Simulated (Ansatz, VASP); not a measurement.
**One calculation of CrO2, two programs**

```xyz
6
Lattice="2.8937 0.0000 0.0000 -1.4469 2.5060 0.0000 0.0000 0.0000 10.6863" Properties=species:S:1:pos:R:3 pbc="T T T"
Cr    2.8937    0.0000   10.6863
Cr    2.8937    0.0000    5.3431
O     0.0000    1.6707    0.9480
O     1.4469    0.8353    4.3951
O     0.0000    1.6707    6.2911
O     1.4469    0.8353    9.7382
```

Alike in both runs: task single point; functional PBE; k mesh 18 × 18 × 4; occupations gaussian, width 0.1 eV; collinear spin.

```csv
,VASP,Ansatz
version,VASP 6.6.1,Ansatz 0.2.0
potentials or method,"VASP PAW PBE potentials, release 64 (Cr_pv, O), cutoff 600 eV","scalar-relativistic, plane waves, PAW"
valence electrons in the cell,48,52
```

```csv
,VASP,Ansatz,Ansatz less VASP
gap on the k mesh at the Fermi level (eV),none,none,-
pressure (GPa),0.4,0.0,-0.43
rms of the force components (eV/Å),0.030,0.000,-0.0295
net moment per atom (μB),0.00,0.00,0.000
size of the moment on the site where the two differ most (μB),2.07,1.74,-0.330
```

Site moments also hang on the region over which each program counts them. A gap of «none» marks a metal or a gap that the smearing closes. VASP's potentials hold 48 valence electrons a cell and Ansatz's 52, so a difference there can come from the potentials and not from the codes.
